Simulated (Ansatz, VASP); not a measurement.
Au: VASP beside Ansatz

```
CELL_PARAMETERS angstrom
2.90963 0.00000 0.00000
-1.45482 2.51982 0.00000
0.00000 0.00000 4.89621
ATOMIC_POSITIONS crystal
Au 0.33333 0.66667 0.75000
Au 0.66667 0.33333 0.25000
```

Change from the starting cell: volume scaled by 1.01.

Alike in both runs: task single point; functional PBE; k mesh 14 × 14 × 8; occupations fermi-dirac, width 0.03 eV; no spin polarisation.

|  | VASP | Ansatz |
| --- | --- | --- |
| version | VASP 6.6.1 | Ansatz 0.2.0 |
| potentials or method | VASP PAW PBE potentials, release 64 (Au), cutoff 520 eV | all-electron LAPW, scalar-relativistic |

VASP gave:

| Item | Value |
| --- | --- |
| pressure (GPa) | 0.3 |
| traceless stress, the component that is largest in VASP (GPa) | -0.36 |

**Question.** Which values does Ansatz return?

**Answer.** Pressure (GPa): 0.6; traceless stress, the component that is largest in VASP (GPa): -0.35.

Ansatz ran all-electron here, and VASP with PAW potentials.

Spin-orbit coupling is off throughout.
